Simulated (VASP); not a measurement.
Wanted: the native input for a VASP 6.6.1 run.

| Property | Result |
| --- | --- |
| Task | single point |
| Functional | PBEsol |
| Potentials or basis | VASP PAW PBE potentials, release 64 (Hf_pv) |
| Cutoff | 520 eV |
| k mesh | 10 × 10 × 14 |
| Occupations | fermi-dirac, width 0.1 eV |
| Spin | no spin polarisation |
| Dipole correction | no |
| Further INCAR settings | ALGO = Normal; EDIFF = 1e-07; NBANDS = 22 |

The structure of Hf lies in POSCAR:

```
Hf
1.0
    4.9197278107      0.0000000000      0.0000000000
   -2.4598639053      4.2606092638      0.0000000000
    0.0000000000      0.0000000000      3.0613783848
Hf
3
Direct
    0.0000000000      0.0000000000      0.0000000000
    0.3333333333      0.6666666667      0.5000000000
    0.6666666667      0.3333333333      0.5000000000
```

This isn't the form of Hf at room conditions, which is hcp.

The input as run:

INCAR

```
SYSTEM = Hf
PREC = Accurate ; ENCUT = 520
EDIFF = 1E-7 ; ISMEAR = -1
SIGMA = 0.1 ; LREAL = .False.
LASPH = .True. ; NELM = 80
ALGO = Normal ; ISIF = 2
LWAVE = .False. ; LCHARG = .False.
GGA = PS ; NBANDS = 22
```

KPOINTS

```
regular mesh
0
Gamma
  10 10 14
  0 0 0
```

Potentials or basis: VASP PAW PBE potentials, release 64 (Hf_pv).

Launch:

```console
$ cat potpaw_PBE.64/Hf_pv/POTCAR > POTCAR
$ mpirun -np 1 vasp_std > vasp.out
```

Results of the run:

```
Pressure               : -0.3 GPa
Band gap on the k mesh : zero (bands 15 and 16 overlap by 0.96 eV)
```

Caveat: the PAW data sets were made with another functional, which shifts forces and pressure a little; spin-orbit coupling is left out, which moves the levels of the heavy elements.

Run time: 3.2 min on 1 thread of Intel Xeon 8259CL, on a shared host, peak memory 0.27 GiB.
